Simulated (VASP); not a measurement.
Set up this calculation in VASP 6.6.1, as the native input.

| Quantity | Value |
| --- | --- |
| Task | single point |
| Functional | HSE06 |
| Potentials or basis | VASP PAW PBE potentials, release 64 (Fe, Al) |
| Cutoff | 520 eV |
| k mesh | 5 × 5 × 5 |
| Occupations | fermi-dirac, width 0.05 eV |
| Spin | collinear spin, ferromagnetic start |
| Starting moments | [3.0, 0.0] μB |
| Dipole correction | no |
| Grid for exact exchange (PRECFOCK) | Normal |
| Further INCAR settings | ALGO = Normal; EDIFF = 1e-06; NBANDS = 16 |
| Screening parameter | 0.2079 1/Å |

Crystal: AlFe.

```
Fe Al
1.0
     2.91000    0.00000    0.00000
     0.00000    2.91000    0.00000
     0.00000    0.00000    2.91000
Fe Al
1 1
Direct
  0.50000 0.50000 0.50000
  0.00000 0.00000 0.00000
```

One way to write it, as run:

POSCAR

```
AlFe
1.0
    2.9100000000      0.0000000000      0.0000000000
    0.0000000000      2.9100000000      0.0000000000
    0.0000000000      0.0000000000      2.9100000000
Fe Al
1 1
Direct
    0.5000000000      0.5000000000      0.5000000000
    0.0000000000      0.0000000000      0.0000000000
```

INCAR.step1

```
PREC     = Accurate       # precision mode
ENCUT    = 520            # plane-wave cutoff, eV
EDIFF    = 1E-5           # SCF threshold, eV
ISMEAR   = -1             # smearing method
SIGMA    = 0.05           # smearing width, eV
LREAL    = False          # projectors in reciprocal space
LASPH    = True           # aspherical terms in the spheres
NELM     = 150            # most SCF steps
ALGO     = Normal         # electronic algorithm
ISIF     = 2              # what is computed and relaxed
LWAVE    = True           # write WAVECAR
LCHARG   = False          # write CHGCAR
ISPIN    = 2              # spin polarisation
MAGMOM   = 3 0            # initial moments
LORBIT   = 11             # projections on sites
LMAXMIX  = 4              # l up to which the mixer works
GGA      = PE             # functional
NBANDS   = 16             # bands
```

INCAR.step2

```
PREC     = Accurate       # precision mode
ENCUT    = 520            # plane-wave cutoff, eV
EDIFF    = 1E-6           # SCF threshold, eV
ISMEAR   = -1             # smearing method
SIGMA    = 0.05           # smearing width, eV
LREAL    = False          # projectors in reciprocal space
LASPH    = True           # aspherical terms in the spheres
NELM     = 150            # most SCF steps
ALGO     = Normal         # electronic algorithm
ISIF     = 2              # what is computed and relaxed
LWAVE    = False          # write WAVECAR
LCHARG   = False          # write CHGCAR
ISPIN    = 2              # spin polarisation
MAGMOM   = 3 0            # initial moments
LORBIT   = 11             # projections on sites
LMAXMIX  = 4              # l up to which the mixer works
GGA      = PE             # functional
LHFCALC  = True           # exact exchange
HFSCREEN = 0.2079         # screening, 1/A
PRECFOCK = Normal       
ISTART   = 1            
NBANDS   = 16             # bands
```

KPOINTS

```
regular mesh
0
Gamma
  5 5 5
```

Potentials or basis: VASP PAW PBE potentials, release 64 (Fe, Al).

The run is started by

```sh
$ cat potpaw_PBE.64/Fe/POTCAR potpaw_PBE.64/Al/POTCAR > POTCAR
$ cp INCAR.step1 INCAR
$ mpirun -np 1 vasp_std > vasp.out
$ cp INCAR.step2 INCAR
$ mpirun -np 1 vasp_std > vasp.out
```

Results of the run:

```yaml
Pressure: -11.5 GPa
Net_moment: 0.89 μB per cell
Site_moments: Fe +1.10; Al -0.08 μB
Valence_electrons_inside_the_program's_atomic_spheres: Fe 7.41; Al 0.88
```

Caveat: the k points lie up to 0.43 Å⁻¹ apart; the PAW data sets were made with another functional, which shifts forces and pressure a little.

Wall time 13 min on 1 thread of Intel(R) Xeon(R) Platinum 8559C (Emerald Rapids), with other jobs on the host, peak memory 0.26 GiB.
